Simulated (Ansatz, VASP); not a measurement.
## Mg3CdS2: VASP beside Ansatz

The input INCAR:

```
PREC     = Accurate       # precision mode
ENCUT    = 600            # plane-wave cutoff, eV
EDIFF    = 1E-6           # SCF threshold, eV
ISMEAR   = 0              # smearing method
SIGMA    = 0.1            # smearing width, eV
LREAL    = False          # projectors in reciprocal space
LASPH    = True           # aspherical terms in the spheres
NELM     = 100            # most SCF steps
ALGO     = Normal         # electronic algorithm
ISIF     = 3              # what is computed and relaxed
LWAVE    = False          # write WAVECAR
LCHARG   = False          # write CHGCAR
GGA      = PE             # functional
IBRION   = 2              # ionic algorithm
NSW      = 90             # ionic steps
EDIFFG   = -0.04          # ionic threshold
```

KPOINTS

```
regular mesh
0
Gamma
  6 6 2
```

POSCAR

```
Mg3CdS2
1.0
    4.4705156700      0.0000000000      0.0000000000
   -2.2352578300      3.8715801400      0.0000000000
    0.0000000000      0.0000000000      8.7360987500
Mg Cd S
3 1 2
Direct
    0.3333333300      0.6666666700      0.5000000000
    0.6666666700      0.3333333300      0.5000000000
    0.0000000000      0.0000000000      0.0000000000
    0.0000000000      0.0000000000      0.5000000000
    0.0000000000      0.0000000000      0.2412058100
    0.0000000000      0.0000000000      0.7587941900
```

Input for Ansatz:

```yaml
crystal:
  lattice:
    - [4.47051567, 0.0, 0.0]
    - [-2.23525783, 3.87158014, 0.0]
    - [0.0, 0.0, 8.73609875]
  atoms:
    - { symbol: Mg, position: [0.33333333, 0.66666667, 0.5] }
    - { symbol: Mg, position: [0.66666667, 0.33333333, 0.5] }
    - { symbol: Mg, position: [0.0, 0.0, 0.0] }
    - { symbol: Cd, position: [0.0, 0.0, 0.5] }
    - { symbol: S, position: [0.0, 0.0, 0.24120581] }
    - { symbol: S, position: [0.0, 0.0, 0.75879419] }
basis:
  ecutwfc: 420
kpoints:
  mp_grid: { grid: [6, 6, 2] }
hamiltonian:
  xc: pbe
scf:
  occupations: { method: gaussian, width: 0.1 }
  lower_state_search: "off"
output:
  forces: true
  stress: true
  eigenvalues: true
relax:
  adjacent_minimum: "off"
  f_tol: 0.04
  max_steps: 70
  cell: { stress_tol: 0.4 }
```

Alike in both runs: task relaxation of cell and atoms; functional PBE; k mesh 6 × 6 × 2; occupations gaussian, width 0.1 eV; no spin polarisation.

|  | VASP | Ansatz |
| --- | --- | --- |
| version | VASP 6.6.1 | Ansatz 0.2.0 |
| potentials or method | VASP PAW PBE potentials, release 64 (Mg, Cd, S), cutoff 600 eV | scalar-relativistic, plane waves, PAW |
| valence electrons in the cell | 30 | 62 |

Ansatz gave:

```
gap on the k mesh at the Fermi level, each at its own relaxed structure (eV) : none
relaxed volume (Å³/atom)                                                     : 37.71
relaxed cell length with the largest relative difference (Å)                 : 5.228
```

Estimate VASP's values.

gap on the k mesh at the Fermi level, each at its own relaxed structure (eV): none; relaxed volume (Å³/atom): 38.02; relaxed cell length with the largest relative difference (Å): 5.246.

A gap of «none» marks a metal or a gap that the smearing closes. VASP's potentials hold 30 valence electrons a cell and Ansatz's 62, so a difference there can come from the potentials and not from the codes.

Noted on VASP's run: the volume moved by over 15 % at a fixed basis, so the end points are rough.
